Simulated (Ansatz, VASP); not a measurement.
## MnS: VASP beside Ansatz

The input POSCAR:

```
MnS
1.0
    0.0000000000      2.7657215994      2.7657215994
    2.7657215994      0.0000000000      2.7657215994
    2.7657215994      2.7657215994      0.0000000000
Mn S
1 1
Direct
    0.0000000000      0.0000000000      0.0000000000
    0.2500000000      0.2500000000      0.2500000000
```

The input INCAR.step1:

```
PREC = Accurate
ENCUT = 520
ISMEAR = 0
SIGMA = 0.02
LREAL = F
LASPH = T
NELM = 150
ISPIN = 2
MAGMOM = 4.76 0.12
LMAXMIX = 4
NBANDS = 20
GGA = PE
ALGO = Normal
EDIFF = 1E-4
LWAVE = T
LCHARG = F
```

INCAR.step2

```
PREC = Accurate
ENCUT = 520
EDIFF = 1E-6
ISMEAR = 0
SIGMA = 0.02
LREAL = F
LASPH = T
NELM = 150
ALGO = Normal
ISIF = 2
LWAVE = F
LCHARG = F
ISPIN = 2
MAGMOM = 4.76 0.12
LORBIT = 11
LMAXMIX = 4
METAGGA = R2SCAN
LMIXTAU = T
NBANDS = 20
ISTART = 1
```

The input KPOINTS:

```
Automatic mesh
0
Gamma
  12 12 12
```

Input for Ansatz:

```yaml
crystal:
  lattice:
    - [0.0, 2.7657215994, 2.7657215994]
    - [2.7657215994, 0.0, 2.7657215994]
    - [2.7657215994, 2.7657215994, 0.0]
  atoms:
    - { symbol: Mn, position: [0.0, 0.0, 0.0], spin: 4.76 }
    - { symbol: S, position: [0.25, 0.25, 0.25], spin: 0.12 }
basis:
  ecutwfc: 500
kpoints:
  mp_grid: { grid: [12, 12, 12] }
hamiltonian:
  xc: r2scan
scf:
  occupations: { method: gaussian, width: 0.02 }
output:
  forces: true
  stress: true
  eigenvalues: true
  populations: true
magnetization:
  spin_polarized: true
```

Alike in both runs: task single point; functional r2SCAN; k mesh 12 × 12 × 12; occupations gaussian, width 0.02 eV; collinear spin.

|  | VASP | Ansatz |
| --- | --- | --- |
| version | VASP 6.6.1 | Ansatz 0.2.0 |
| potentials or method | VASP PAW PBE potentials, release 64 (Mn_pv, S), cutoff 520 eV | scalar-relativistic, plane waves, PAW |
| valence electrons in the cell | 19 | 21 |

|  | VASP | Ansatz | Ansatz less VASP |
| --- | --- | --- | --- |
| gap on the k mesh at the Fermi level (eV) | 0.33 | 0.34 | +0.006 |
| least direct gap on the mesh (eV) | 1.26 | 1.25 | -0.011 |
| pressure (GPa) | 4.8 | 4.7 | -0.09 |
| net moment per atom (μB) | 2.50 | 2.50 | 0.000 |
| size of the moment on the site where the two differ most (μB) | 4.45 | 4.26 | -0.184 |

VASP's potentials were made for PBE, not for r2SCAN. Site moments also hang on the region over which each program counts them. The functional is the same, so the differences come from potentials, cutoffs and numerics. VASP's potentials hold 19 valence electrons a cell and Ansatz's 21, so a difference there can come from the potentials and not from the codes. Ansatz's warnings: stability check not made.
